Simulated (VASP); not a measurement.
# RbH2 (P3_121) in VASP: further runs

The runs below take RbH2 through single point, with PBE.

Program: VASP 6.6.1. These are calculated values, not measurements. Logs are shortened: lines on timing, memory, paths and dates and some standing lists are left out, and cuts for length are marked.

### 1 The cell of the first run

Symmetry: P3_121, No. 152, trigonal system. Conventional cell: a = 5.932 Å, b = 5.932 Å, c = 6.526 Å, α = 90.00°, β = 90.00°, γ = 120.00°. Rb (site symmetry 2) has 4 H at 1.94 to 1.95 Å within 2.6 Å. H (site symmetry 1) has 2 Rb at 1.94 to 1.95 Å within 2.6 Å.

### 2 Single point, PBE

File INCAR:

```
PREC = Accurate ; ENCUT = 520
EDIFF = 1E-6 ; ISMEAR = 0
SIGMA = 0.1 ; LREAL = False
LASPH = True ; NELM = 80
ALGO = Normal ; ISIF = 2
LWAVE = False ; LCHARG = False
GGA = PE ; NBANDS = 26
```

File KPOINTS:

```
regular mesh
0
Gamma
  6 6 4
```

File POSCAR:

```
RbH2
1.0
    5.9319465972      0.0000000000      0.0000000000
   -2.9659732986      5.1372164470      0.0000000000
    0.0000000000      0.0000000000      6.5259880511
Rb H
3 6
Direct
    0.4650000000      0.0000000000      0.3333333333
    0.0000000000      0.4650000000      0.6666666667
    0.5350000000      0.5350000000      0.0000000000
    0.4150000000      0.2720000000      0.2130000000
    0.7280000000      0.1430000000      0.5463333333
    0.8570000000      0.5850000000      0.8796666667
    0.2720000000      0.4150000000      0.7870000000
    0.1430000000      0.7280000000      0.4536666667
    0.5850000000      0.8570000000      0.1203333333
```

Potentials or basis: VASP PAW PBE potentials, release 64 (Rb_sv, H).

Started as:

```sh
$ cat potpaw_PBE.64/Rb_sv/POTCAR potpaw_PBE.64/H/POTCAR > POTCAR
$ mpirun -np 1 vasp_std > vasp.out
```

OUTCAR:

```text
PREC = Accurate
   ENCUT = 520
   EDIFF = 1E-6
   ISMEAR = 0
   LREAL = False
   LASPH = True
   NELM = 80
   ISIF = 2
   GGA = PE

 ion  position               nearest neighbor table
   1  0.465  0.000  0.333-   9 1.94   5 1.94   4 1.95   8 1.95   3 3.70   3 3.70   2 3.70   2 3.70
                             3 5.25   2 5.25   2 5.28   2 5.28   3 5.28   3 5.28
   2  0.000  0.465  0.667-   8 1.94   6 1.94   7 1.95   5 1.95   3 3.70   3 3.70   1 3.70   1 3.70
                             3 5.25   1 5.25   1 5.28   1 5.28   3 5.28   3 5.28
   3  0.535  0.535  0.000-   4 1.94   7 1.94   9 1.95   6 1.95   1 3.70   1 3.70   2 3.70   2 3.70
                             2 5.25   1 5.25   1 5.28   1 5.28   2 5.28   2 5.28
   4  0.415  0.272  0.213-   3 1.94   1 1.95
   5  0.728  0.143  0.546-   1 1.94   2 1.95
   6  0.857  0.585  0.880-   2 1.94   3 1.95
   7  0.272  0.415  0.787-   3 1.94   2 1.95
   8  0.143  0.728  0.454-   2 1.94   1 1.95
   9  0.585  0.857  0.120-   1 1.94   3 1.95

  LATTYP: Found a hexagonal cell.
 ALAT       =     5.9319465972
 C/A-ratio  =     1.1001427515

  Lattice vectors:

 A1 = (   5.9319465972,   0.0000000000,   0.0000000000)
 A2 = (  -2.9659732986,   5.1372164470,   0.0000000000)
 A3 = (   0.0000000000,   0.0000000000,   6.5259880511)

Analysis of symmetry for initial positions (statically):
=====================================================================
 Subroutine PRICEL returns:
 Original cell was already a primitive cell.

 Routine SETGRP: Setting up the symmetry group for a
 hexagonal supercell.

 Subroutine GETGRP returns: Found  6 space group operations
 (whereof  2 operations were pure point group operations)
 out of a pool of 24 trial point group operations.

The static configuration has the point symmetry C_2 .
 The point group associated with its full space group is D_3 .

Analysis of symmetry for dynamics (positions and initial velocities):
=====================================================================
 Subroutine PRICEL returns:
 Original cell was already a primitive cell.

 Routine SETGRP: Setting up the symmetry group for a
 hexagonal supercell.

 Subroutine GETGRP returns: Found  6 space group operations
 (whereof  2 operations were pure point group operations)
 out of a pool of 24 trial point group operations.

[... 118 lines left out ...]
   IBRION =     -1    ionic relax: 0-MD 1-quasi-New 2-CG
   NFREE  =      0    steps in history (QN), initial steepest desc. (CG)
   ISIF   =      2    stress and relaxation
   ISYM   =      2    0-nonsym 1-usesym 2-fastsym
   POTIM  = 0.5000    time-step for ionic-motion
   TEBEG  =    0.0;   TEEND  =   0.0 temperature during run
   PSTRESS=    0.0 pullay stress
   NELECT =      33.0000    total number of electrons
   NUPDOWN=      -1.0000    fix difference up-down
   EMIN   =  10.00;   EMAX   =-10.00  energy-range for DOS
   EFERMI =   0.00;   METHOD = LEGACY
   ISMEAR =     0;   SIGMA  =   0.10  broadening in eV -4-tet -1-fermi 0-gaus
   EFERMI_NEDOS =   21; number of points for ismear=-14 and -15
   IALGO  =     38    algorithm
   IMIX   =      4    mixing-type and parameters
     AMIX     =   0.40;   BMIX     =  1.00
     AMIX_MAG =   1.60;   BMIX_MAG =  1.00
  volume/ion in A,a.u.               =      22.10       149.12
  Fermi-wavevector in a.u.,A,eV,Ry     =   0.899613  1.700022 11.011241  0.809303
  Thomas-Fermi vector in A             =   2.022468
   LORBIT       =      0    0 simple, 1 ext, 2 COOP (PROOUT), +10 PAW based schemes
   GGA     = PE    functional components
   LHFCALC =     F    Hartree Fock is set to
   AEXX    =    0.0000 exact exchange contribution
   IVDW    =     0    specifies the selected vdW correction
   LEPSILON=     F    determine dielectric tensor
   LRPA    =     F    only Hartree local field effects (RPA)
 non-spin polarized calculation
 Gauss-broadening in eV      SIGMA  =   0.10
  energy-cutoff  :      520.00
  volume of cell :      198.87
 maximum number of plane-waves:      5392
 NGX is ok and might be reduce to    48
   NGX = 23   NGY = 23   NGZ = 25

 number of electron      32.9999999 magnetization

 Free energy of the ion-electron system (eV)
  ---------------------------------------------------
  ext. energy  EPLUGINS =         0.00000000
  ---------------------------------------------------
  free energy    TOTEN  =        -7.04432791 eV

  energy without entropy =       -6.93254909  energy(sigma->0) =       -6.98843850

 E-fermi :  -1.4571     XC(G=0):  -6.3153

 val. band max:       -1.4592263052   @ k =   0.0000   0.0000   0.2500
 cond. band min:      -1.4526514212   @ k =   0.3333  -0.0000   0.2500
 fundamental gap:      0.0065748840
 Fermi energy:        -1.4571295129

 k-point     1 :       0.0000    0.0000    0.0000
  band No.  band energies     occupation
      1     -27.4045      2.00000
      2     -27.2425      2.00000
      3     -27.2425      2.00000
      4     -12.5288      2.00000
      5     -12.2893      2.00000
      6     -12.2893      2.00000
[... 685 lines left out ...]
     25       5.5595      0.00000
     26       5.5596      0.00000

------------------------ aborting loop because EDIFF is reached ----------------------------------------

  FORCE on cell =-STRESS in cart. coord.  units (eV):
  Direction    XX          YY          ZZ          XY          YZ          ZX
  --------------------------------------------------------------------------------------
  -------------------------------------------------------------------------------------
  Total       19.1761966     19.1761966     22.0554291     -0.0000000      0.0000000      0.0000000
  in kB      154.4904667    154.4904667    177.6866184     -0.0000000      0.0000000      0.0000000
  external PRESSURE =     162.2225173 kB  Pullay stress =       0.0000000 kB

 VOLUME and BASIS-vectors are now :
 -----------------------------------------------------------------------------
  energy-cutoff  :      520.00
  volume of cell :      198.87
      direct lattice vectors                 reciprocal lattice vectors
     5.931946597  0.000000000  0.000000000     0.168578726  0.097328973  0.000000000
    -2.965973299  5.137216447  0.000000000     0.000000000  0.194657946  0.000000000
     0.000000000  0.000000000  6.525988051     0.000000000  0.000000000  0.153233502

 POSITION                                       TOTAL-FORCE (eV/Angst)
 -----------------------------------------------------------------------------------
      2.75836      0.00000      2.17533        -0.230693     -0.000000     -0.000000
     -1.37918      2.38881      4.35066         0.115346     -0.199786      0.000000
      1.58680      2.74841      0.00000         0.115346      0.199786      0.000000
      1.65501      1.39732      1.39004        -1.389517      0.077752      0.827079
      3.89432      0.73462      3.56536         0.627423     -1.242233      0.827079
      3.34858      3.00527      5.74069         0.762094      1.164481      0.827079
      0.38261      2.13194      5.13595         0.762094     -1.164481     -0.827079
     -1.31096      3.73989      2.96062        -1.389517     -0.077752     -0.827079
      0.92835      4.40259      0.78529         0.627423      1.242233     -0.827079
 -----------------------------------------------------------------------------------
    total drift:                               -0.000000     -0.000001     -0.000000

  FREE ENERGIE OF THE ION-ELECTRON SYSTEM (eV)
  ---------------------------------------------------
  free  energy   TOTEN  =        -7.0443279085 eV

  energy  without entropy=       -6.9325490860  energy(sigma->0) =       -6.98843850
```

It took 67 s on 1 thread of Intel Xeon Platinum 8559C (Emerald Rapids), shared host; peak memory 0.37 GiB.

What came out:

| Property | Result |
| --- | --- |
| Free energy | -7.0443 eV |
| Pressure | 16.2 GPa |
| Largest force | 1.619 eV/Å |

Forces in eV/Å, atoms in the order of the input:
```
Rb  -0.231  0.000  0.000
Rb   0.115 -0.200  0.000
Rb   0.115  0.200  0.000
H   -1.390  0.078  0.827
H    0.627 -1.242  0.827
H    0.762  1.164  0.827
H    0.762 -1.164 -0.827
H   -1.390 -0.078 -0.827
H    0.627  1.242 -0.827
```

Stress tensor (GPa, compression positive):
```
15.45  0.00  0.00
 0.00 15.45  0.00
 0.00  0.00 17.77
```

Caveat: forces of over 1 eV/Å act on the atoms, so gaps and moduli don't describe the material at rest.

### 3 Single point, PBE

This run uses another cell than the first one, of 36.18 Å³/atom, 1.637 times its volume.

File INCAR:

```
PREC = Accurate
ENCUT = 520
EDIFF = 1E-7
ISMEAR = 0
SIGMA = 0.1
LREAL = False
LASPH = True
NELM = 100
ALGO = Normal
ISIF = 2
LWAVE = False
LCHARG = False
GGA = PE
NBANDS = 26
```

File KPOINTS:

```
Automatic mesh
0
Gamma
  3 3 4
```

File POSCAR:

```
RbH2
1.0
    7.2665465913      0.0000000000      0.0000000000
   -3.6332732956      6.2930139458      0.0000000000
    0.0000000000      0.0000000000      7.1204261295
Rb H
3 6
Direct
    0.3088509160      0.0000000000      0.3333333333
    0.0000000000      0.3088509160      0.6666666667
    0.6911490840      0.6911490840      0.0000000000
    0.5068976748      0.5476009343      0.4603488995
    0.4523990657     -0.0407032595      0.7936822329
    1.0407032595      0.4931023252      1.1270155662
    0.5476009343      0.5068976748      0.5396511005
   -0.0407032595      0.4523990657      0.2063177671
    0.4931023252      1.0407032595     -0.1270155662
```

Potentials or basis: VASP PAW PBE potentials, release 64 (Rb_sv, H).

Started as:

```sh
$ cat potpaw_PBE.64/Rb_sv/POTCAR potpaw_PBE.64/H/POTCAR > POTCAR
$ mpirun -np 1 vasp_std > vasp.out
```

OUTCAR:

```text
PREC = Accurate
   ENCUT = 520
   EDIFF = 1E-7
   ISMEAR = 0
   LREAL = False
   LASPH = True
   NELM = 100
   ISIF = 2
   GGA = PE

 ion  position               nearest neighbor table
   1  0.309  0.000  0.333-   3 4.55   2 4.55   3 4.96   3 4.96   2 4.96   2 4.96
   2  0.000  0.309  0.667-   3 4.55   1 4.55   3 4.96   3 4.96   1 4.96   1 4.96
   3  0.691  0.691  0.000-   2 4.55   1 4.55   1 4.96   2 4.96   1 4.96   2 4.96
   4  0.507  0.548  0.460-   7 0.76
[... 495 lines left out ...]
  Total        0.5476600      0.5476600      0.2691530      0.0000000      0.0000000      0.0000000
  in kB        2.6948144      2.6948144      1.3243934      0.0000000      0.0000000      0.0000000
  external PRESSURE =       2.2380074 kB  Pullay stress =       0.0000000 kB

 VOLUME and BASIS-vectors are now :
 -----------------------------------------------------------------------------
  energy-cutoff  :      520.00
  volume of cell :      325.61
      direct lattice vectors                 reciprocal lattice vectors
     7.266546591  0.000000000  0.000000000     0.137616953  0.079453185  0.000000000
    -3.633273296  6.293013946  0.000000000     0.000000000  0.158906370  0.000000000
     0.000000000  0.000000000  7.120426130     0.000000000  0.000000000  0.140441033

 POSITION                                       TOTAL-FORCE (eV/Angst)
 -----------------------------------------------------------------------------------
      2.24428      0.00000      2.37348         0.002718      0.000000     -0.000000
     -1.12214      1.94360      4.74695        -0.001359      0.002353     -0.000000
      2.51113      4.34941      0.00000        -0.001359     -0.002353     -0.000000
      1.69381      3.44606      3.27788         0.004655     -0.003871      0.013063
     -0.19801      6.03687      5.65136         0.001025      0.005967      0.013063
     -1.49580      3.10310      0.90440        -0.005680     -0.002096      0.013063
      2.13747      3.18991      3.84255        -0.005680      0.002096     -0.013063
      5.32709      2.84695      1.46907         0.004655      0.003871     -0.013063
      3.43526      0.25615      6.21602         0.001025     -0.005967     -0.013063
 -----------------------------------------------------------------------------------
    total drift:                                0.000000      0.000000     -0.000000

  FREE ENERGIE OF THE ION-ELECTRON SYSTEM (eV)
  ---------------------------------------------------
  free  energy   TOTEN  =       -22.2077612310 eV

  energy  without entropy=      -22.1913473082  energy(sigma->0) =      -22.19955427
```

stdout:

```text
POSCAR found type information on POSCAR RbH
 POSCAR found :  2 types and       9 ions
 scaLAPACK will be used
 LDA part: xc-table for (Slater+PW92), standard interpolation
 POSCAR, INCAR and KPOINTS ok, starting setup
 FFT: planning ... GRIDC
 FFT: planning ... GRID_SOFT
 FFT: planning ... GRID
 WAVECAR not read
 entering main loop
```

Run time: 66 s. Hardware: 1 thread of Intel Xeon Platinum 8559C (Emerald Rapids), shared host; peak memory 0.43 GiB.

Results:

- Free energy: -22.2078 eV
- Pressure: 0.2 GPa
- Largest force: 0.014 eV/Å

Forces on the atoms (eV/Å):
```
Rb   0.003  0.000  0.000
Rb  -0.001  0.002  0.000
Rb  -0.001 -0.002  0.000
H    0.005 -0.004  0.013
H    0.001  0.006  0.013
H   -0.006 -0.002  0.013
H   -0.006  0.002 -0.013
H    0.005  0.004 -0.013
H    0.001 -0.006 -0.013
```

Stress tensor (GPa, compression positive):
```
0.27 0.00 0.00
0.00 0.27 0.00
0.00 0.00 0.13
```

Levels at points of the mesh, in eV from the Fermi level:
| k point | band 14 | band 15 | band 16 | band 17 | band 18 | band 19 |
| --- | --- | --- | --- | --- | --- | --- |
| (0.00, 0.00, 0.00) | -8.35 | -8.35 | -0.77 | 0.73 | 0.88 | 0.88 |
| (0.00, 0.00, 0.50) | -8.45 | -8.30 | -0.43 | -0.43 | 1.12 | 1.12 |
